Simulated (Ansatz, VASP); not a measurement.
Mg16CO: VASP beside Ansatz

```
Mg O C
1.0
     6.30151    0.00000    0.00000
    -3.15075    5.45726    0.00000
     0.00000    0.00000   26.35840
Mg O C
16 1 1
Cartesian
  1.5754 0.9095 4.0000
  0.0000 3.6382 4.0000
  4.7261 0.9095 4.0000
  3.1508 3.6382 4.0000
  0.0000 1.8191 6.5243
  -1.5754 4.5477 6.5243
  3.1508 1.8191 6.5243
  1.5754 4.5477 6.5243
  1.5754 0.9095 9.0194
  0.0000 3.6382 9.0194
  4.7261 0.9095 9.0194
  3.1508 3.6382 9.0194
  0.0000 1.8191 11.6084
  -1.5754 4.5477 11.6084
  3.1508 1.8191 11.6084
  1.5754 4.5477 11.6084
  0.0000 1.8191 14.6084
  0.0000 1.8191 15.7584
```

Alike in both runs: task single point; functional PBE; dispersion D3(BJ); k mesh 6 × 6 × 1; occupations gaussian, width 0.1 eV; no spin polarisation.

```csv
,VASP,Ansatz
version,VASP 6.6.1,Ansatz 0.2.0
potentials or method,"VASP PAW PBE potentials, release 64 (Mg, O, C), cutoff 520 eV","scalar-relativistic, plane waves, PAW"
valence electrons in the cell,42,170
```

```csv
,VASP,Ansatz,Ansatz less VASP
gap on the k mesh at the Fermi level (eV),none,none,-
rms of the force components (eV/Å),0.128,0.285,+0.1575
"work function, face that differs most (eV)",3.75,3.76,+0.012
```

Atom by atom the forces differ by 0.163 eV/Å (rms over components). A gap of «none» marks a metal or a gap that the smearing closes. One of these differences is far larger than is usual between the two programs; its cause wasn't traced. VASP's potentials hold 42 valence electrons a cell and Ansatz's 170, so a difference there can come from the potentials and not from the codes.

Noted on VASP's run: the standard files for N, O and F lose accuracy on very short bonds.
